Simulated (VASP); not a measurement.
## VH2: single point with PBEsol

Crystal: VH2.

```
V H
1.0
     2.89869    0.00000    0.00000
     1.44934    2.51034    0.00000
     1.44934    0.83678    2.36677
V H
1 2
Direct
  0.00000 0.00000 0.00000
  0.25000 0.25000 0.25000
  0.75000 0.75000 0.75000
```

| Property | Result |
| --- | --- |
| Program | VASP 6.6.1 |
| Task | single point |
| Functional | PBEsol |
| Potentials or basis | VASP PAW PBE potentials, release 64 (V_sv, H) |
| Cutoff | 520 eV |
| k mesh | 11 × 11 × 11 |
| Occupations | fermi-dirac, width 0.1 eV |
| Spin | collinear spin, ferromagnetic start |
| Starting moments | [2.0, 0.0, 0.0] μB |
| Dipole correction | no |
| Further INCAR settings | ALGO = Normal; EDIFF = 1e-07; NBANDS = 18 |

```yaml
Pressure: 10.2 GPa
Net_moment: 0.00 μB per cell
Valence_electrons_inside_the_program's_atomic_spheres: V 11.80; H 0.63
```

Levels at points of the mesh, in eV from the Fermi level:
Spin up:
```csv
k point,band 5,band 6,band 7,band 8,band 9,band 10,band 11,band 12
"(0.00, 0.00, 0.00)",-12.05,-1.10,-1.10,-1.10,0.89,0.89,1.41,16.91
```
Spin down:
```csv
k point,band 5,band 6,band 7,band 8,band 9,band 10,band 11,band 12
"(0.00, 0.00, 0.00)",-12.05,-1.10,-1.10,-1.10,0.89,0.89,1.41,16.91
```

It used 100 s of CPU time on 1 thread of AMD EPYC 7R13 Processor (Zen 3), on a shared host.

Caveat: the PAW data sets were made with another functional, which shifts forces and pressure a little.
